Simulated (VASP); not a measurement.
# PbO2 (P4_2/mnm) in VASP: a series of runs, part 2 of 2

VASP 6.6.1. Earlier steps stand in the parts before.

### Step 3. Single point, PBE (uniaxial strain along c: -4.5 %)

The input, INCAR:

```
PREC = Accurate
ENCUT = 520
EDIFF = 1E-6
ISMEAR = 0
SIGMA = 0.1
LREAL = False
LASPH = True
NELM = 80
ALGO = Normal
ISIF = 2
LWAVE = False
LCHARG = False
GGA = PE
NBANDS = 35
```

The input, KPOINTS:

```
regular mesh
0
Gamma
  8 8 10
```

The input, POSCAR:

```
PbO2
1.0
    5.1386322117      0.0000000000      0.0000000000
    0.0000000000      5.1386322117      0.0000000000
    0.0000000000      0.0000000000      3.2882336811
Pb O
2 4
Direct
    0.0000000000      0.0000000000      0.0000000000
    0.5000000000      0.5000000000      0.5000000000
    0.3076812961      0.3076812961      0.0000000000
    0.1923187039      0.8076812961      0.5000000000
    0.6923187039      0.6923187039      0.0000000000
    0.8076812961      0.1923187039      0.5000000000
```

Potentials or basis: VASP PAW PBE potentials, release 64 (Pb_d, O).

Started as:

```console
cat potpaw_PBE.64/Pb_d/POTCAR potpaw_PBE.64/O/POTCAR > POTCAR
mpirun -np 1 vasp_std > vasp.out
```

OUTCAR:

```text
PREC = Accurate
   ENCUT = 520
   EDIFF = 1E-6
   ISMEAR = 0
   LREAL = False
   LASPH = True
   NELM = 80
   ISIF = 2
   GGA = PE

 ion  position               nearest neighbor table
   1  0.000  0.000  0.000-   4 2.16   6 2.16   4 2.16   6 2.16   5 2.24   3 2.24   2 3.99   2 3.99
                             2 3.99   2 3.99   2 3.99   2 3.99   2 3.99   2 3.99
   2  0.500  0.500  0.500-   3 2.16   5 2.16   3 2.16   5 2.16   4 2.24   6 2.24   1 3.99   1 3.99
                             1 3.99   1 3.99   1 3.99   1 3.99   1 3.99   1 3.99
   3  0.308  0.308  0.000-   2 2.16   2 2.16   1 2.24
   4  0.192  0.808  0.500-   1 2.16   1 2.16   2 2.24
   5  0.692  0.692  0.000-   2 2.16   2 2.16   1 2.24
   6  0.808  0.192  0.500-   1 2.16   1 2.16   2 2.24

  LATTYP: Found a simple tetragonal cell.
 ALAT       =     5.1386322117
 C/A-ratio  =     0.6399044620

  Lattice vectors:

 A1 = (   5.1386322117,   0.0000000000,   0.0000000000)
 A2 = (   0.0000000000,   5.1386322117,   0.0000000000)
 A3 = (   0.0000000000,   0.0000000000,   3.2882336811)

Analysis of symmetry for initial positions (statically):
=====================================================================
 Subroutine PRICEL returns:
 Original cell was already a primitive cell.

 Routine SETGRP: Setting up the symmetry group for a
 simple tetragonal supercell.

 Subroutine GETGRP returns: Found 16 space group operations
 (whereof  8 operations were pure point group operations)
 out of a pool of 16 trial point group operations.

The static configuration has the point symmetry D_2h.
 The point group associated with its full space group is D_4h.

Analysis of symmetry for dynamics (positions and initial velocities):
=====================================================================
 Subroutine PRICEL returns:
 Original cell was already a primitive cell.

 Routine SETGRP: Setting up the symmetry group for a
 simple tetragonal supercell.

 Subroutine GETGRP returns: Found 16 space group operations
 (whereof  8 operations were pure point group operations)
 out of a pool of 16 trial point group operations.

The dynamic configuration has the point symmetry D_2h.
 The point group associated with its full space group is D_4h.

 Subroutine INISYM returns: Found 16 space group operations
 (whereof  8 operations are pure point group operations),
 and found     1 'primitive' translations

----------------------------------------------------------------------------------------

                                     Primitive cell

  volume of cell :      86.8276

  direct lattice vectors                    reciprocal lattice vectors
     5.138632212  0.000000000  0.000000000     0.194604315  0.000000000  0.000000000
     0.000000000  5.138632212  0.000000000     0.000000000  0.194604315  0.000000000
     0.000000000  0.000000000  3.288233681     0.000000000  0.000000000  0.304114639

  length of vectors
     5.138632212  5.138632212  3.288233681     0.194604315  0.194604315  0.304114639

  position of ions in fractional coordinates (direct lattice)
     0.000000000  0.000000000  0.000000000
     0.500000000  0.500000000  0.500000000
     0.307681296  0.307681296  0.000000000
     0.192318704  0.807681296  0.500000000
     0.692318704  0.692318704  0.000000000
     0.807681296  0.192318704  0.500000000

  ion indices of the primitive-cell ions
   primitive index   ion index
                 1           1
                 2           2
                 3           3
[... 28 lines left out ...]
 Found     90 irreducible k-points:

 Following reciprocal coordinates:
            Coordinates               Weight
  0.000000  0.000000  0.000000      1.000000
  0.125000  0.000000  0.000000      4.000000
  0.250000  0.000000  0.000000      4.000000
  0.375000  0.000000  0.000000      4.000000
  0.500000  0.000000  0.000000      2.000000
  0.125000  0.125000  0.000000      4.000000
[... 16 lines left out ...]
  0.375000  0.125000  0.100000     16.000000
  0.500000  0.125000  0.100000      8.000000
 [... further k-points ...]
   k-points           NKPTS =     90   k-points in BZ     NKDIM =     90   number of bands    NBANDS=     35
   number of dos      NEDOS =    301   number of ions     NIONS =      6
   total plane-waves  NPLWV =  38400
   dimension x,y,z NGX =    40 NGY =   40 NGZ =   24
   dimension x,y,z NGXF=    80 NGYF=   80 NGZF=   48
   ions per type =               2   4
   NGX,Y,Z   is equivalent  to a cutoff of  12.94, 12.94, 12.13 a.u.
   NGXF,Y,Z  is equivalent  to a cutoff of  25.88, 25.88, 24.27 a.u.
 SYSTEM =  unknown system
   PREC   = accura    normal or accurate (medium, high low for compatibility)
   ISTART =      0    job   : 0-new  1-cont  2-samecut
   ICHARG =      2    charge: 1-file 2-atom 10-const
   ISPIN  =      1    spin polarized calculation?
   LNONCOLLINEAR =      F non collinear calculations
   LSORBIT =      F    spin-orbit coupling
   LASPH  =      T    aspherical Exc in radial PAW
   ENCUT  =  520.0 eV  38.22 Ry    6.18 a.u.   9.55  9.55  6.11*2*pi/ulx,y,z
   NELM   =     80;   NELMIN=  2; NELMDL= -5     # of ELM steps
   EDIFF  = 0.1E-05   stopping-criterion for ELM
   LREAL  =      F    real-space projection
[... 7 lines left out ...]
   TEBEG  =    0.0;   TEEND  =   0.0 temperature during run
   PSTRESS=    0.0 pullay stress
   NELECT =      52.0000    total number of electrons
   NUPDOWN=      -1.0000    fix difference up-down
   EMIN   =  10.00;   EMAX   =-10.00  energy-range for DOS
   EFERMI =   0.00;   METHOD = LEGACY
   ISMEAR =     0;   SIGMA  =   0.10  broadening in eV -4-tet -1-fermi 0-gaus
   EFERMI_NEDOS =   21; number of points for ismear=-14 and -15
   IALGO  =     38    algorithm
   IMIX   =      4    mixing-type and parameters
     AMIX     =   0.40;   BMIX     =  1.00
     AMIX_MAG =   1.60;   BMIX_MAG =  1.00
  volume/ion in A,a.u.               =      14.47        97.66
  Fermi-wavevector in a.u.,A,eV,Ry     =   1.379929  2.607687 25.908264  1.904204
  Thomas-Fermi vector in A             =   2.504853
   LORBIT       =      0    0 simple, 1 ext, 2 COOP (PROOUT), +10 PAW based schemes
   GGA     = PE    functional components
   LHFCALC =     F    Hartree Fock is set to
   AEXX    =    0.0000 exact exchange contribution
   IVDW    =     0    specifies the selected vdW correction
   LEPSILON=     F    determine dielectric tensor
   LRPA    =     F    only Hartree local field effects (RPA)
 non-spin polarized calculation
 Gauss-broadening in eV      SIGMA  =   0.10
  energy-cutoff  :      520.00
  volume of cell :       86.83
 maximum number of plane-waves:      2396
 NGX is ok and might be reduce to    40
   NGX = 19   NGY = 19   NGZ = 13

 number of electron      51.9999967 magnetization

 Free energy of the ion-electron system (eV)
  ---------------------------------------------------
  ext. energy  EPLUGINS =         0.00000000
  ---------------------------------------------------
  free energy    TOTEN  =       -31.75158339 eV

  energy without entropy =      -31.75003287  energy(sigma->0) =      -31.75080813

 E-fermi :   4.0207     XC(G=0): -10.4654

 val. band max:        4.0038718759   @ k =   0.1250   0.0000   0.0000
 cond. band min:       4.0447772466   @ k =   0.0000   0.0000   0.0000
 fundamental gap:      0.0409053707
 Fermi energy:         4.0206561981

 k-point     1 :       0.0000    0.0000    0.0000
  band No.  band energies     occupation
      1     -14.2842      2.00000
      2     -14.1941      2.00000
      3     -12.5920      2.00000
      4     -12.5920      2.00000
      5     -11.5792      2.00000
      6     -11.4305      2.00000
[... 901 lines left out ...]
     34      15.6301      0.00000
     35      15.9439      0.00000

 [... further k-points ...]

------------------------ aborting loop because EDIFF is reached ----------------------------------------

  FORCE on cell =-STRESS in cart. coord.  units (eV):
  Direction    XX          YY          ZZ          XY          YZ          ZX
  --------------------------------------------------------------------------------------
  -------------------------------------------------------------------------------------
  Total        1.3656655      1.3656655      5.8175615      0.0000000      0.0000000      0.0000000
  in kB       25.1998040     25.1998040    107.3479668      0.0000000      0.0000000      0.0000000
  external PRESSURE =      52.5825249 kB  Pullay stress =       0.0000000 kB

 VOLUME and BASIS-vectors are now :
 -----------------------------------------------------------------------------
  energy-cutoff  :      520.00
  volume of cell :       86.83
      direct lattice vectors                 reciprocal lattice vectors
     5.138632212  0.000000000  0.000000000     0.194604315  0.000000000  0.000000000
     0.000000000  5.138632212  0.000000000     0.000000000  0.194604315  0.000000000
     0.000000000  0.000000000  3.288233681     0.000000000  0.000000000  0.304114639

 POSITION                                       TOTAL-FORCE (eV/Angst)
 -----------------------------------------------------------------------------------
      0.00000      0.00000      0.00000         0.000000     -0.000000     -0.000000
      2.56932      2.56932      1.64412         0.000000     -0.000000     -0.000000
      1.58106      1.58106      0.00000        -0.089782     -0.089782      0.000000
      0.98826      4.15038      1.64412         0.089782     -0.089782     -0.000000
      3.55757      3.55757      0.00000         0.089782      0.089782     -0.000000
      4.15038      0.98826      1.64412        -0.089782      0.089782     -0.000000
 -----------------------------------------------------------------------------------
    total drift:                                0.000000      0.000000     -0.000000

  FREE ENERGIE OF THE ION-ELECTRON SYSTEM (eV)
  ---------------------------------------------------
  free  energy   TOTEN  =       -31.7515833918 eV

  energy  without entropy=      -31.7500328673  energy(sigma->0) =      -31.75080813
```

stdout:

```text
POSCAR found type information on POSCAR PbO
 POSCAR found :  2 types and       6 ions
 scaLAPACK will be used
 LDA part: xc-table for (Slater+PW92), standard interpolation
 POSCAR, INCAR and KPOINTS ok, starting setup
 FFT: planning ... GRIDC
 FFT: planning ... GRID_SOFT
 FFT: planning ... GRID
 WAVECAR not read
 entering main loop
```

It took 1.7 min on 1 thread of Intel Xeon 6975P-C (Granite Rapids), shared host; peak memory 0.33 GiB.

What came out:

```yaml
Free_energy: -31.7516 eV
Pressure: 5.3 GPa
Largest_force: 0.127 eV/Å
```

Forces in eV/Å, atoms in the order of the input:
```
Pb   0.000  0.000  0.000
Pb   0.000  0.000  0.000
O   -0.090 -0.090  0.000
O    0.090 -0.090  0.000
O    0.090  0.090  0.000
O   -0.090  0.090  0.000
```

Caveat: the cell differs from its parent crystal (uniaxial strain along c: -4.5 %); the cell stands under pressure; spin-orbit coupling is left out, which moves the levels of the heavy elements.
